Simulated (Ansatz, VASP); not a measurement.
## One calculation of Sb, two programs

The input INCAR:

```
PREC = Accurate ; ENCUT = 500
EDIFF = 1E-6 ; ISMEAR = -1
SIGMA = 0.05 ; LREAL = False
LASPH = True ; NELM = 120
ALGO = Normal ; ISIF = 2
LWAVE = False ; LCHARG = True
GGA = PE ; LELF = True
LVHAR = True ; NBANDS = 8
GGA_COMPAT = False
```

The input KPOINTS:

```
Automatic mesh
0
Gamma
  8 8 8
```

File POSCAR:

```
Sb
1.0
    3.2015837161      0.0000000000      0.0000000000
    0.0000000000      3.2015837161      0.0000000000
    0.0000000000      0.0000000000      3.2015837161
Sb
1
Direct
    0.0000000000      0.0000000000      0.0000000000
```

The input input.yaml:

```yaml
crystal:
  lattice:
    - [3.2015837161, 0.0, 0.0]
    - [0.0, 3.2015837161, 0.0]
    - [0.0, 0.0, 3.2015837161]
  atoms:
    - { symbol: Sb, position: [0.0, 0.0, 0.0] }
hamiltonian:
  xc: pbe
  pseudopotentials: { kind: paw, azcp: { folder: soft_1 } }
kpoints:
  mp_grid: { grid: [8, 8, 8] }
scf:
  occupations: { method: fermi_dirac, width: 0.05 }
output:
  forces: true
  stress: true
  eigenvalues: true
```

Alike in both runs: task single point; functional PBE; k mesh 8 × 8 × 8; occupations fermi-dirac, width 0.05 eV; no spin polarisation.

|  | VASP | Ansatz |
| --- | --- | --- |
| version | VASP 6.6.1 | Ansatz 0.2.0 |
| potentials or method | VASP PAW PBE potentials, release 64 (Sb) | Ansatz PAW soft_1 |
| plane-wave cutoff (eV) | 500 | 420 |
| valence electrons in the cell | 5 | 15 |

|  | VASP | Ansatz | Ansatz less VASP |
| --- | --- | --- | --- |
| gap on the k mesh at the Fermi level (eV) | none | none | - |
| pressure (GPa) | -3.9 | -3.9 | +0.05 |

A gap of «none» marks a metal or a gap that the smearing closes. VASP's potentials hold 5 valence electrons a cell and Ansatz's 15, so a difference there can come from the potentials and not from the codes.

Neither program's run includes spin-orbit coupling.
